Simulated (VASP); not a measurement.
Input of a VASP 6.6.1 run:

File INCAR:

```
  ALGO = Normal
  EDIFF = 1E-7
  ENCUT = 520
  GGA = PE
  ISIF = 2
  ISMEAR = 1
  LASPH = T
  LCHARG = F
  LREAL = F
  LWAVE = F
  NBANDS = 10
  NELM = 60
  PREC = Accurate
  SIGMA = 0.2
```

Contents of KPOINTS:

```
k-points
0
Gamma
  8 8 8
```

File POSCAR:

```
Rb
1.0
   -2.8359049291      2.8359049291      2.8359049291
    2.8359049291     -2.8359049291      2.8359049291
    2.8359049291      2.8359049291     -2.8359049291
Rb
1
Direct
    0.0000000000      0.0000000000      0.0000000000
```

Potentials or basis: VASP PAW PBE potentials, release 64 (Rb_sv).

Run with:

```sh
$ cat potpaw_PBE.64/Rb_sv/POTCAR > POTCAR
$ mpirun -np 1 vasp_std > vasp.out
```

Task: What does it give for the pressure?

Result: 0.0 GPa.

Task: What does it give for the band gap on the k mesh?

Result: Zero (an odd number of electrons rules out a gap without spin polarisation).
